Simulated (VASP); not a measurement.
# Ni (Fm-3m) in VASP: further runs

The runs below take Ni through single point, with r2SCAN.

Program: VASP 6.6.1. These are calculated values, not measurements. Logs are shortened: lines on timing, memory, paths and dates and some standing lists are left out, and cuts for length are marked.

**1. The cell of the first run**

Symmetry: Fm-3m, No. 225, cubic system. Conventional cell: a = 3.517 Å, b = 3.517 Å, c = 3.517 Å, α = 90.00°, β = 90.00°, γ = 90.00°. Within 3.3 Å of Ni (site symmetry m-3m) lie 12 Ni at 2.49 Å.

**2. Single point, r2SCAN, collinear spin, ferromagnetic start**

Contents of POSCAR:

```
Ni
1.0
    0.0000000000      3.5170000000      3.5170000000
    1.7585000000      0.0000000000      1.7585000000
    1.7585000000      1.7585000000      0.0000000000
Ni
2
Direct
    0.0000000000      0.0000000000      0.0000000000
    0.5000000000      0.0000000000      0.0000000000
```

Contents of INCAR.step1:

```
ALGO = Normal
EDIFF = 1E-4
ENCUT = 520
GGA = PE
ISMEAR = 0
ISPIN = 2
LASPH = T
LCHARG = F
LMAXMIX = 4
LREAL = F
LWAVE = T
MAGMOM = 2 2
NBANDS = 21
NELM = 150
PREC = Accurate
SIGMA = 0.1
```

Contents of INCAR.step2:

```
ALGO = Normal
EDIFF = 1E-7
ENCUT = 520
ISIF = 2
ISMEAR = 0
ISPIN = 2
ISTART = 1
LASPH = T
LCHARG = F
LMAXMIX = 4
LMIXTAU = T
LORBIT = 11
LREAL = F
LWAVE = F
MAGMOM = 2 2
METAGGA = R2SCAN
NBANDS = 21
NELM = 150
PREC = Accurate
SIGMA = 0.1
```

Contents of KPOINTS:

```
k-points
0
Gamma
  6 12 12
```

Potentials or basis: VASP PAW PBE potentials, release 64 (Ni).

Run with:

```
cat potpaw_PBE.64/Ni/POTCAR > POTCAR
cp INCAR.step1 INCAR
mpirun -np 1 vasp_std > vasp.out
cp INCAR.step2 INCAR
mpirun -np 1 vasp_std > vasp.out
```

OUTCAR:

```text
EDIFF = 1E-7
   ENCUT = 520
   ISIF = 2
   ISMEAR = 0
   ISPIN = 2
   ISTART = 1
   LASPH = T
   LORBIT = 11
   LREAL = F
   METAGGA = R2SCAN
   NELM = 150
   PREC = Accurate

 ion  position               nearest neighbor table
   1  0.000  0.000  0.000-   2 2.49   2 2.49   2 2.49   2 2.49   2 2.49   2 2.49
   2  0.500  0.000  0.000-   1 2.49   1 2.49   1 2.49   1 2.49   1 2.49   1 2.49

  LATTYP: Found a trigonal (rhomboedric) cell.
 ALAT       =     4.3074277127
 COS(alpha) =     0.8333333333

  Lattice vectors:

 A1 = (   1.7585000000,  -1.7585000000,  -3.5170000000)
 A2 = (   3.5170000000,  -1.7585000000,  -1.7585000000)
 A3 = (   1.7585000000,  -3.5170000000,  -1.7585000000)

Analysis of symmetry for initial positions (statically):
=====================================================================
 Subroutine PRICEL returns following result:

  LATTYP: Found a face centered cubic cell.
 ALAT       =     3.5170000000
[... 12 lines left out ...]
 Subroutine GETGRP returns: Found 12 space group operations
 (whereof 12 operations were pure point group operations)
 out of a pool of 12 trial point group operations.

The static configuration has the point symmetry D_3d.

Analysis of symmetry for dynamics (positions and initial velocities):
=====================================================================
 Subroutine PRICEL returns following result:

  LATTYP: Found a face centered cubic cell.
 ALAT       =     3.5170000000
[... 12 lines left out ...]
 Subroutine GETGRP returns: Found 12 space group operations
 (whereof 12 operations were pure point group operations)
 out of a pool of 12 trial point group operations.

The dynamic configuration has the point symmetry D_3d.

Analysis of structural, dynamic, and magnetic symmetry:
=====================================================================
 Subroutine PRICEL returns following result:

  LATTYP: Found a face centered cubic cell.
 ALAT       =     3.5170000000
[... 12 lines left out ...]
 Subroutine GETGRP returns: Found 12 space group operations
 (whereof 12 operations were pure point group operations)
 out of a pool of 12 trial point group operations.

The overall configuration has the point symmetry D_3d.

 Subroutine INISYM returns: Found 12 space group operations
 (whereof 12 operations are pure point group operations),
 and found     2 'primitive' translations

----------------------------------------------------------------------------------------

                                     Primitive cell

  volume of cell :      10.8757

  direct lattice vectors                    reciprocal lattice vectors
     0.000000000  1.758500000  1.758500000    -0.284333239  0.284333239  0.284333239
     1.758500000  0.000000000  1.758500000     0.284333239 -0.284333239  0.284333239
     1.758500000  1.758500000  0.000000000     0.284333239  0.284333239 -0.284333239

  length of vectors
     2.486894549  2.486894549  2.486894549     0.492479615  0.492479615  0.492479615

  position of ions in fractional coordinates (direct lattice)
     0.000000000  0.000000000  0.000000000

  ion indices of the primitive-cell ions
   primitive index   ion index
                 1           1

----------------------------------------------------------------------------------------

 KPOINTS: k-points

Automatic generation of k-mesh.
 Grid dimensions read from file:
 generate k-points for:    6   12   12

 Generating k-lattice:

  Cartesian coordinates                     Fractional coordinates (reciprocal lattice)
    -0.023694437  0.023694437  0.023694437     0.166666667  0.000000000  0.000000000
     0.023694437 -0.023694437  0.023694437     0.000000000  0.083333333  0.000000000
     0.023694437  0.023694437 -0.023694437     0.000000000  0.000000000  0.083333333

  Length of vectors
     0.041039968  0.041039968  0.041039968

  Shift w.r.t. Gamma in fractional coordinates (k-lattice)
     0.000000000  0.000000000  0.000000000

[... 16 lines left out ...]
|                                                                             |
 -----------------------------------------------------------------------------

 Subroutine IBZKPT returns following result:
 ===========================================

 Found     98 irreducible k-points:

 Following reciprocal coordinates:
            Coordinates               Weight
  0.000000  0.000000  0.000000      1.000000
  0.166667  0.000000  0.000000      2.000000
  0.333333  0.000000  0.000000      2.000000
  0.500000  0.000000  0.000000      1.000000
  0.000000  0.083333  0.000000      6.000000
  0.166667  0.083333  0.000000      6.000000
[... 16 lines left out ...]
  0.000000  0.333333  0.000000      6.000000
  0.166667  0.333333  0.000000      6.000000
 [... further k-points ...]
   k-points           NKPTS =     98   k-points in BZ     NKDIM =     98   number of bands    NBANDS=     21
   number of dos      NEDOS =    301   number of ions     NIONS =      2
   total plane-waves  NPLWV =  12960
   dimension x,y,z NGX =    40 NGY =   18 NGZ =   18
   dimension x,y,z NGXF=    80 NGYF=   36 NGZF=   36
   ions per type =               2
   NGX,Y,Z   is equivalent  to a cutoff of  13.37, 12.03, 12.03 a.u.
   NGXF,Y,Z  is equivalent  to a cutoff of  26.74, 24.07, 24.07 a.u.
 SYSTEM =  unknown system
   PREC   = accura    normal or accurate (medium, high low for compatibility)
   ISTART =      1    job   : 0-new  1-cont  2-samecut
   ICHARG =      0    charge: 1-file 2-atom 10-const
   ISPIN  =      2    spin polarized calculation?
   LNONCOLLINEAR =      F non collinear calculations
   LSORBIT =      F    spin-orbit coupling
   LASPH  =      T    aspherical Exc in radial PAW
   ENCUT  =  520.0 eV  38.22 Ry    6.18 a.u.   9.25  4.62  4.62*2*pi/ulx,y,z
   NELM   =    150;   NELMIN=  2; NELMDL=  0     # of ELM steps
   EDIFF  = 0.1E-06   stopping-criterion for ELM
   LREAL  =      F    real-space projection
   EDIFFG = 0.1E-05   stopping-criterion for IOM
   NSW    =      0    number of steps for IOM
   IBRION =     -1    ionic relax: 0-MD 1-quasi-New 2-CG
   NFREE  =      0    steps in history (QN), initial steepest desc. (CG)
   ISIF   =      2    stress and relaxation
   ISYM   =      2    0-nonsym 1-usesym 2-fastsym
   POTIM  = 0.5000    time-step for ionic-motion
   TEBEG  =    0.0;   TEEND  =   0.0 temperature during run
   PSTRESS=    0.0 pullay stress
   NELECT =      20.0000    total number of electrons
   NUPDOWN=      -1.0000    fix difference up-down
   EMIN   =  10.00;   EMAX   =-10.00  energy-range for DOS
   EFERMI =   0.00;   METHOD = LEGACY
   ISMEAR =     0;   SIGMA  =   0.10  broadening in eV -4-tet -1-fermi 0-gaus
   EFERMI_NEDOS =   21; number of points for ismear=-14 and -15
   IALGO  =     38    algorithm
   IMIX   =      4    mixing-type and parameters
     AMIX     =   0.40;   BMIX     =  1.00
     AMIX_MAG =   1.60;   BMIX_MAG =  1.00
  volume/ion in A,a.u.               =      10.88        73.39
  Fermi-wavevector in a.u.,A,eV,Ry     =   1.591924  3.008301 34.480204  2.534224
  Thomas-Fermi vector in A             =   2.690389
   LORBIT       =     11    0 simple, 1 ext, 2 COOP (PROOUT), +10 PAW based schemes
   METAGGA = R2SCAN    functional components
   LHFCALC =     F    Hartree Fock is set to
   AEXX    =    0.0000 exact exchange contribution
   IVDW    =     0    specifies the selected vdW correction
   LEPSILON=     F    determine dielectric tensor
   LRPA    =     F    only Hartree local field effects (RPA)
 spin polarized calculation
 Gauss-broadening in eV      SIGMA  =   0.10
  energy-cutoff  :      520.00
  volume of cell :       21.75
 maximum number of plane-waves:       604
 NGX is ok and might be reduce to    40
   NGX = 19   NGY =  9   NGZ =  9

 number of electron      20.0000023 magnetization       1.4578234

 Free energy of the ion-electron system (eV)
  ---------------------------------------------------
  ext. energy  EPLUGINS =         0.00000000
  ---------------------------------------------------
  free energy    TOTEN  =       -23.88934927 eV

  energy without entropy =      -23.88076273  energy(sigma->0) =      -23.88505600

 E-fermi :   9.3259     XC(G=0): -14.3880

 val. band max:        9.2604571944   @ k =  -0.3333   0.1667   0.0000
 cond. band min:       9.3513459980   @ k =  -0.1667   0.2500   0.0000
 fundamental gap:      0.0908888036
 Fermi energy:         9.3258855521

 spin component 1

 k-point     1 :       0.0000    0.0000    0.0000
  band No.  band energies     occupation
      1      -0.0724      1.00000
      2       4.0424      1.00000
      3       6.3743      1.00000
      4       6.3746      1.00000
      5       6.3751      1.00000
      6       6.4597      1.00000
[... 565 lines left out ...]
     20      35.8203      0.00000
     21      40.1039      0.00000

 [... further k-points ...]

 spin component 2

 k-point     1 :       0.0000    0.0000    0.0000
  band No.  band energies     occupation
      1      -0.3483      1.00000
      2       4.7219      1.00000
      3       7.3827      1.00000
      4       7.3829      1.00000
      5       7.7297      1.00000
      6       7.7298      1.00000
[... 565 lines left out ...]
     20      36.0818      0.00000
     21      40.2056      0.00000

 [... further k-points ...]

------------------------ aborting loop because EDIFF is reached ----------------------------------------

  FORCE on cell =-STRESS in cart. coord.  units (eV):
  Direction    XX          YY          ZZ          XY          YZ          ZX
  --------------------------------------------------------------------------------------
  -------------------------------------------------------------------------------------
  Total       -0.8792094     -0.8792094     -0.8792094     -0.0012511      0.0012511     -0.0012511
  in kB      -64.7613354    -64.7613354    -64.7613354     -0.0921568      0.0921568     -0.0921568
  external PRESSURE =     -64.7613354 kB  Pullay stress =       0.0000000 kB

 VOLUME and BASIS-vectors are now :
 -----------------------------------------------------------------------------
  energy-cutoff  :      520.00
  volume of cell :       21.75
      direct lattice vectors                 reciprocal lattice vectors
     0.000000000  3.517000000  3.517000000    -0.142166619  0.142166619  0.142166619
     1.758500000  0.000000000  1.758500000     0.284333239 -0.284333239  0.284333239
     1.758500000  1.758500000  0.000000000     0.284333239  0.284333239 -0.284333239

 POSITION                                       TOTAL-FORCE (eV/Angst)
 -----------------------------------------------------------------------------------
      0.00000      0.00000      0.00000         0.000000     -0.000000     -0.000000
      0.00000      1.75850      1.75850        -0.000000      0.000000      0.000000
 -----------------------------------------------------------------------------------
    total drift:                               -0.000000     -0.000000     -0.000000

  FREE ENERGIE OF THE ION-ELECTRON SYSTEM (eV)
  ---------------------------------------------------
  free  energy   TOTEN  =       -23.8893492744 eV

  energy  without entropy=      -23.8807627293  energy(sigma->0) =      -23.88505600

 total charge

# of ion       s       p       d       tot
------------------------------------------
    1        0.514   0.518   8.313   9.346
    2        0.514   0.518   8.313   9.346
--------------------------------------------------
tot          1.029   1.036  16.626  18.691

 magnetization (x)

# of ion       s       p       d       tot
------------------------------------------
    1       -0.011  -0.046   0.811   0.754
    2       -0.011  -0.046   0.811   0.754
--------------------------------------------------
tot         -0.021  -0.093   1.623   1.508
```

Wall time 3 min (1 thread of Intel Xeon Platinum 8488C (Sapphire Rapids), shared host); peak memory 0.19 GiB.

What came out:

* Free energy: -23.8893 eV
* Pressure: -6.5 GPa
* Net moment: 1.46 μB per cell
* Site moments: Ni +0.75 μB
* Valence electrons inside the program's atomic spheres: Ni 9.35

Caveat: the cell stands under tension; the PAW data sets were made with another functional, which shifts forces and pressure a little.

(Continued in part 2 of 2.)
